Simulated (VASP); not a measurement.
# SnTe2 (Fm-3m) in VASP: notebook, part 2 of 2

VASP 6.6.1. Earlier steps stand in the parts before.

**6. Relaxation of cell and atoms, PBE**

This run uses another cell than the first one, of 29.22 Å³/atom, 0.865 times its volume.

The input, INCAR:

```
SYSTEM = SnTe2
ALGO     = Normal         ! electronic algorithm
EDIFF    = 1E-6           ! SCF threshold, eV
EDIFFG   = -0.005         ! ionic threshold
ENCUT    = 600            ! plane-wave cutoff, eV
GGA      = PE             ! functional
IBRION   = 2              ! ionic algorithm
ISIF     = 3              ! what is computed and relaxed
ISMEAR   = -1             ! smearing method
LASPH    = .True.         ! aspherical terms in the spheres
LCHARG   = .False.        ! write CHGCAR
LREAL    = .False.        ! projectors in reciprocal space
LWAVE    = .False.        ! write WAVECAR
NELM     = 60             ! most SCF steps
NSW      = 80             ! ionic steps
PREC     = Accurate       ! precision mode
SIGMA    = 0.02           ! smearing width, eV
```

The input, KPOINTS:

```
k-points
0
Gamma
  6 6 6
  0 0 0
```

The input, POSCAR:

```
SnTe2
1.0
    0.0000000000      3.5259297783      3.5259297783
    3.5259297783      0.0000000000      3.5259297783
    3.5259297783      3.5259297783      0.0000000000
Sn Te
1 2
Direct
    0.0000000000      0.0000000000      0.0000000000
    0.2500000000      0.2500000000      0.2500000000
    0.7500000000      0.7500000000      0.7500000000
```

Potentials or basis: VASP PAW PBE potentials, release 64 (Sn_d, Te).

Started as:

```sh
$ cat potpaw_PBE.64/Sn_d/POTCAR potpaw_PBE.64/Te/POTCAR > POTCAR
$ mpirun -np 1 vasp_std > vasp.out
```

Wall time 62 s (1 thread of AMD EPYC 9R45 (Zen 5), shared host); peak memory 0.23 GiB.

It converged, with:

- Free energy: -9.7544 eV
- Relaxed volume: 34.25 Å³/atom
- Relaxed cell: a = 5.258 Å, b = 5.258 Å, c = 5.258 Å, α = 60.00°, β = 60.00°, γ = 60.00°
- Space group after relaxing (to 0.05 Å): Fm-3m (No. 225)
- Energy gained by relaxing: 116.5 meV/atom
- Ionic steps: 5
- Pressure after relaxing: 0.0 GPa
- Band gap on the k mesh: zero (band 13 reaches 5.99 eV, above the bottom of band 14 at 4.02 eV)

Step by step:
| step | energy change (eV) | largest force (eV/Å) | pressure (GPa) | volume (Å³) |
| --- | --- | --- | --- | --- |
| 1 | 0.0000 | 0.0000 | 8.64 | 87.67 |
| 2 | -0.3087 | 0.0000 | -1.89 | 109.21 |
| 3 | -0.3494 | 0.0000 | 0.04 | 102.66 |
| 4 | -0.3494 | 0.0000 | -0.07 | 102.98 |
| 5 | -0.3494 | 0.0000 | 0.02 | 102.76 |

Final structure:
```cif
data_structure
_symmetry_space_group_name_H-M 'P 1'
_symmetry_Int_Tables_number 1
_cell_length_a 5.2575
_cell_length_b 5.2575
_cell_length_c 5.2575
_cell_angle_alpha 60.000
_cell_angle_beta 60.000
_cell_angle_gamma 60.000
_cell_volume 102.76
loop_
_atom_site_label
_atom_site_type_symbol
_atom_site_fract_x
_atom_site_fract_y
_atom_site_fract_z
_atom_site_occupancy
Sn1 Sn 0.00000 0.00000 0.00000 1
Te1 Te 0.25000 0.25000 0.25000 1
Te2 Te 0.75000 0.75000 0.75000 1
```

Levels at points of the mesh, in eV from the Fermi level:
| k point | band 9 | band 10 | band 11 | band 12 | band 13 | band 14 | band 15 | band 16 | band 17 |
| --- | --- | --- | --- | --- | --- | --- | --- | --- | --- |
| (0.00, 0.00, 0.00) | -2.60 | -2.60 | -2.60 | -1.38 | -1.38 | -1.38 | 1.62 | 1.62 | 1.62 |
| (0.50, 0.00, 0.00) | -2.90 | -2.90 | -2.45 | -1.83 | -1.83 | 0.65 | 3.19 | 3.19 | 4.41 |
| (0.50, 0.50, 0.00) | -4.21 | -4.21 | -1.65 | 0.45 | 0.45 | 1.06 | 2.09 | 4.10 | 4.10 |

Caveat: the volume moved by over 15 % at a fixed basis, so the end points are rough; spin-orbit coupling is left out, which moves the levels of the heavy elements.

**7. Relaxation of cell and atoms, r2SCAN**

This run uses another cell than the first one, of 34.29 Å³/atom, 1.015 times its volume.

The input, POSCAR:

```
SnTe2
1.0
    0.0000000000      3.7188804380      3.7188804380
    3.7188804380      0.0000000000      3.7188804380
    3.7188804380      3.7188804380      0.0000000000
Sn Te
1 2
Direct
    0.0000000000      0.0000000000      0.0000000000
    0.2500000000      0.2500000000      0.2500000000
    0.7500000000      0.7500000000      0.7500000000
```

The input, INCAR.step1:

```
SYSTEM = SnTe2
ALGO = Normal ; EDIFF = 1E-4
ENCUT = 600 ; GGA = PE
ISMEAR = -1 ; LASPH = .TRUE.
LCHARG = .FALSE. ; LREAL = .FALSE.
LWAVE = .TRUE. ; NELM = 100
PREC = Accurate ; SIGMA = 0.02
```

The input, INCAR.step2:

```
SYSTEM = SnTe2
ALGO = Normal ; EDIFF = 1E-6
EDIFFG = -0.005 ; ENCUT = 600
IBRION = 2 ; ISIF = 3
ISMEAR = -1 ; ISTART = 1
LASPH = .TRUE. ; LCHARG = .FALSE.
LMIXTAU = .TRUE. ; LREAL = .FALSE.
LWAVE = .FALSE. ; METAGGA = R2SCAN
NELM = 100 ; NSW = 80
PREC = Accurate ; SIGMA = 0.02
```

The input, KPOINTS:

```
k-points
0
G
  6 6 6
  0 0 0
```

Potentials or basis: VASP PAW PBE potentials, release 64 (Sn_d, Te).

Started as:

```sh
$ cat potpaw_PBE.64/Sn_d/POTCAR potpaw_PBE.64/Te/POTCAR > POTCAR
$ cp INCAR.step1 INCAR
$ mpirun -np 1 vasp_std > vasp.out
$ cp INCAR.step2 INCAR
$ mpirun -np 1 vasp_std > vasp.out
```

OUTCAR:

```text
SYSTEM = SnTe2
   EDIFF = 1E-6
   EDIFFG = -0.005
   ENCUT = 600
   IBRION = 2
   ISIF = 3
   ISMEAR = -1
   ISTART = 1
   LASPH = .TRUE.
   LREAL = .FALSE.
   METAGGA = R2SCAN
   NELM = 100
   NSW = 80
   PREC = Accurate

 ion  position               nearest neighbor table
   1  0.000  0.000  0.000-   2 3.22   3 3.22   3 3.22   3 3.22   3 3.22   2 3.22   2 3.22   2 3.22

   2  0.250  0.250  0.250-   1 3.22   1 3.22   1 3.22   1 3.22
   3  0.750  0.750  0.750-   1 3.22   1 3.22   1 3.22   1 3.22

  LATTYP: Found a face centered cubic cell.
 ALAT       =     7.4377608760

  Lattice vectors:

 A1 = (   0.0000000000,   3.7188804380,   3.7188804380)
 A2 = (   3.7188804380,   0.0000000000,   3.7188804380)
 A3 = (   3.7188804380,   3.7188804380,   0.0000000000)

Analysis of symmetry for initial positions (statically):
=====================================================================
 Subroutine PRICEL returns:
 Original cell was already a primitive cell.

 Routine SETGRP: Setting up the symmetry group for a
 face centered cubic supercell.

 Subroutine GETGRP returns: Found 48 space group operations
 (whereof 48 operations were pure point group operations)
 out of a pool of 48 trial point group operations.

The static configuration has the point symmetry O_h .

Analysis of symmetry for dynamics (positions and initial velocities):
=====================================================================
 Subroutine PRICEL returns:
 Original cell was already a primitive cell.

 Routine SETGRP: Setting up the symmetry group for a
 face centered cubic supercell.

 Subroutine GETGRP returns: Found 48 space group operations
 (whereof 48 operations were pure point group operations)
 out of a pool of 48 trial point group operations.

The dynamic configuration has the point symmetry O_h .

 Subroutine INISYM returns: Found 48 space group operations
 (whereof 48 operations are pure point group operations),
 and found     1 'primitive' translations
[... 94 lines left out ...]
   ISIF   =      3    stress and relaxation
   ISYM   =      2    0-nonsym 1-usesym 2-fastsym
   POTIM  = 0.5000    time-step for ionic-motion
   TEBEG  =    0.0;   TEEND  =   0.0 temperature during run
   PSTRESS=    0.0 pullay stress
   NELECT =      26.0000    total number of electrons
   NUPDOWN=      -1.0000    fix difference up-down
   EMIN   =  10.00;   EMAX   =-10.00  energy-range for DOS
   EFERMI =   0.00;   METHOD = LEGACY
   ISMEAR =    -1;   SIGMA  =   0.02  broadening in eV -4-tet -1-fermi 0-gaus
   EFERMI_NEDOS =   21; number of points for ismear=-14 and -15
   IALGO  =     38    algorithm
   IMIX   =      4    mixing-type and parameters
     AMIX     =   0.40;   BMIX     =  1.00
     AMIX_MAG =   1.60;   BMIX_MAG =  1.00
  volume/ion in A,a.u.               =      34.29       231.39
  Fermi-wavevector in a.u.,A,eV,Ry     =   1.035088  1.956032 14.577366  1.071406
  Thomas-Fermi vector in A             =   2.169414
   LORBIT       =      0    0 simple, 1 ext, 2 COOP (PROOUT), +10 PAW based schemes
   METAGGA = R2SCAN    functional components
   LHFCALC =     F    Hartree Fock is set to
   AEXX    =    0.0000 exact exchange contribution
   IVDW    =     0    specifies the selected vdW correction
   LEPSILON=     F    determine dielectric tensor
   LRPA    =     F    only Hartree local field effects (RPA)
 conjugate gradient relaxation of ions
 non-spin polarized calculation
  energy-cutoff  :      600.00
  volume of cell :      102.86
 maximum number of plane-waves:      3479
 NGX is ok and might be reduce to    42
   NGX = 21   NGY = 21   NGZ = 21

--------------------------------------- Ionic step        1  -------------------------------------------

 number of electron      26.0000002 magnetization

 Free energy of the ion-electron system (eV)
  ---------------------------------------------------
  ext. energy  EPLUGINS =         0.00000000
  ---------------------------------------------------
  free energy    TOTEN  =       -74.96356731 eV

  energy without entropy =      -74.95958007  energy(sigma->0) =      -74.96157369

------------------------ aborting loop because EDIFF is reached ----------------------------------------

  FORCE on cell =-STRESS in cart. coord.  units (eV):
  Direction    XX          YY          ZZ          XY          YZ          ZX
  --------------------------------------------------------------------------------------
  -------------------------------------------------------------------------------------
  Total       -0.3548528     -0.3548528     -0.3548528      0.0000000      0.0000000      0.0000000
  in kB       -5.5270346     -5.5270346     -5.5270346      0.0000000      0.0000000      0.0000000
  external PRESSURE =      -5.5270346 kB  Pullay stress =       0.0000000 kB
[... 61 lines left out ...]
--------------------------------------- Ionic step        3  -------------------------------------------

 number of electron      26.0000000 magnetization

 Free energy of the ion-electron system (eV)
  ---------------------------------------------------
  ext. energy  EPLUGINS =         0.00000000
  ---------------------------------------------------
  free energy    TOTEN  =       -74.96617525 eV

  energy without entropy =      -74.96237269  energy(sigma->0) =      -74.96427397

 E-fermi :   5.3816     XC(G=0):  -9.6152

 val. band max:        5.3550217508   @ k =   0.5000   0.3333   0.0000
 cond. band min:       5.4190238196   @ k =   0.3333   0.3333   0.0000
 fundamental gap:      0.0640020688
 Fermi energy:         5.3816298691

 k-point     1 :       0.0000    0.0000    0.0000
  band No.  band energies     occupation
      1     -16.6301      2.00000
      2     -16.6301      2.00000
      3     -16.6301      2.00000
      4     -16.6138      2.00000
      5     -16.6138      2.00000
      6      -7.4644      2.00000
[... 339 lines left out ...]
  FREE ENERGIE OF THE ION-ELECTRON SYSTEM (eV)
  ---------------------------------------------------
  free  energy   TOTEN  =       -74.9661752500 eV

  energy  without entropy=      -74.9623726892  energy(sigma->0) =      -74.96427397

 reached required accuracy - stopping structural energy minimisation
```

OUTCAR.step1:

```text
SYSTEM = SnTe2
   EDIFF = 1E-4
   ENCUT = 600
   GGA = PE
   ISMEAR = -1
   LASPH = .TRUE.
[... 534 lines left out ...]
      0.00000      0.00000      0.00000         0.000000      0.000000      0.000000
      1.85944      1.85944      1.85944        -0.000000      0.000000     -0.000000
      5.57832      5.57832      5.57832         0.000000     -0.000000      0.000000
 -----------------------------------------------------------------------------------
    total drift:                               -0.000000      0.000000      0.000000

  FREE ENERGIE OF THE ION-ELECTRON SYSTEM (eV)
  ---------------------------------------------------
  free  energy   TOTEN  =        -9.7557673797 eV

  energy  without entropy=       -9.7510001217  energy(sigma->0) =       -9.75338375
```

Wall time 3.5 min (1 thread of AMD EPYC 9R45 (Zen 5), shared host); peak memory 0.27 GiB.

What came out:

```
Free energy                            : -74.9662 eV
Relaxed volume                         : 33.80 Å³/atom
Relaxed cell                           : a = 5.234 Å, b = 5.234 Å, c = 5.234 Å, α = 60.00°, β = 60.00°, γ = 60.00°
Space group after relaxing (to 0.05 Å) : Fm-3m (No. 225)
Energy gained by relaxing              : 0.9 meV/atom
Ionic steps                            : 3
Pressure after relaxing                : 0.0 GPa
Band gap on the k mesh                 : zero (band 13 reaches 6.00 eV, above the bottom of band 14 at 3.91 eV)
```

Step by step:
| step | energy change (eV) | largest force (eV/Å) | pressure (GPa) | volume (Å³) |
| --- | --- | --- | --- | --- |
| 1 | 0.0000 | 0.0000 | -0.55 | 102.86 |
| 2 | -0.0025 | 0.0000 | 0.12 | 101.11 |
| 3 | -0.0026 | 0.0000 | 0.00 | 101.39 |

Final structure:
```yaml
crystal:
  lattice:
    - [0.00000, 3.70106, 3.70106]
    - [3.70106, 0.00000, 3.70106]
    - [3.70106, 3.70106, 0.00000]
  atoms:
    - { symbol: Sn, position: [0.00000, 0.00000, 0.00000] }
    - { symbol: Te, position: [0.25000, 0.25000, 0.25000] }
    - { symbol: Te, position: [0.75000, 0.75000, 0.75000] }
```

Levels at points of the mesh, in eV from the Fermi level:
| k point | band 9 | band 10 | band 11 | band 12 | band 13 | band 14 | band 15 | band 16 | band 17 |
| --- | --- | --- | --- | --- | --- | --- | --- | --- | --- |
| (0.00, 0.00, 0.00) | -2.76 | -2.76 | -2.76 | -1.47 | -1.47 | -1.47 | 1.82 | 1.82 | 1.82 |
| (0.50, 0.00, 0.00) | -3.08 | -3.08 | -2.50 | -1.94 | -1.94 | 0.81 | 3.49 | 3.49 | 4.80 |
| (0.50, 0.50, 0.00) | -4.46 | -4.46 | -1.62 | 0.48 | 0.48 | 1.13 | 2.49 | 4.45 | 4.45 |

Caveat: the PAW data sets were made with another functional, which shifts forces and pressure a little; spin-orbit coupling is left out, which moves the levels of the heavy elements.

**8. The runs side by side**

```tsv
task	level	cell	cutoff (eV)	gap on the mesh (eV)	pressure (GPa)	relaxed volume (Å³/atom)
single point	PBE	a = 5.234 Å, angles 60.0°, 3 atoms	520	none	0.5	-
single point	PBE	a = 5.259 Å, angles 60.0°, 3 atoms	520	none	0.0	-
single point	r2SCAN	a = 5.234 Å, angles 60.0°, 3 atoms	520	none	0.0	-
relaxation of cell and atoms	PBE	relaxed from a = 4.986 Å, angles 60.0°, 3 atoms	600	none	0.0	34.25
relaxation of cell and atoms	r2SCAN	relaxed from a = 5.259 Å, angles 60.0°, 3 atoms	600	none	0.0	33.80
```

Alike in all rows: potentials or basis VASP PAW PBE potentials, release 64 (Sn_d, Te); no spin polarisation; k mesh 6 × 6 × 6; smearing fermi-dirac 0.02 eV.

Caveats: spin-orbit coupling is left out, which moves the levels of the heavy elements; the PAW data sets were made with another functional, which shifts forces and pressure a little (some runs); the volume moved by over 15 % at a fixed basis, so the end points are rough (some runs).

Absolute energies hang on the potentials; compare differences alone.
